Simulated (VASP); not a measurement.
A run of VASP 6.6.1 is set up as follows.

INCAR

```
SYSTEM = SiC
ALGO = Normal ; EDIFF = 1E-6
ENCUT = 520 ; GGA = PE
ISIF = 2 ; ISMEAR = 0
LASPH = .TRUE. ; LCHARG = .FALSE.
LREAL = .FALSE. ; LWAVE = .FALSE.
NBANDS = 36 ; NELM = 80
PREC = Accurate ; SIGMA = 0.02
```

Contents of KPOINTS:

```
k-points
0
G
  12 12 2
  0 0 0
```

The input POSCAR:

```
SiC
1.0
    3.1946769786      0.0000000000      0.0000000000
   -1.5973384893      2.7666714204      0.0000000000
    0.0000000000      0.0000000000     15.6788976298
Si C
6 6
Direct
    0.0000000000      0.0000000000      0.1250780042
    0.0000000000      0.0000000000      0.6250780042
    0.3333333333      0.6666666667      0.2918108125
    0.6666666667      0.3333333333      0.7918108125
    0.3333333333      0.6666666667      0.9582829045
    0.6666666667      0.3333333333      0.4582829045
    0.0000000000      0.0000000000     -0.0003257812
    0.0000000000      0.0000000000      0.4996742188
    0.3333333333      0.6666666667      0.1668487976
    0.6666666667      0.3333333333      0.6668487976
    0.3333333333      0.6666666667      0.8333052623
    0.6666666667      0.3333333333      0.3333052623
```

Potentials or basis: VASP PAW PBE potentials, release 64 (Si, C).

The run is started by

```sh
$ cat potpaw_PBE.64/Si/POTCAR potpaw_PBE.64/C/POTCAR > POTCAR
$ mpirun -np 1 vasp_std > vasp.out
```

Task: Predict the band gap on the k mesh.

Result: 2.05 eV (least direct gap 3.11 eV).

Task: Estimate the largest force.

Result: 0.009 eV/Å.

Task: Estimate the pressure.

Result: -16.8 GPa.

Forces on the atoms (eV/Å):
```
Si   0.000  0.000  0.009
Si   0.000  0.000  0.009
Si   0.000  0.000  0.000
Si   0.000  0.000  0.000
Si   0.000  0.000  0.002
Si   0.000  0.000  0.002
C    0.000  0.000 -0.009
C    0.000  0.000 -0.009
C    0.000  0.000 -0.001
C    0.000  0.000 -0.001
C    0.000  0.000 -0.001
C    0.000  0.000 -0.001
```

Caveat: the cell stands under tension. A k mesh can miss the band edges.
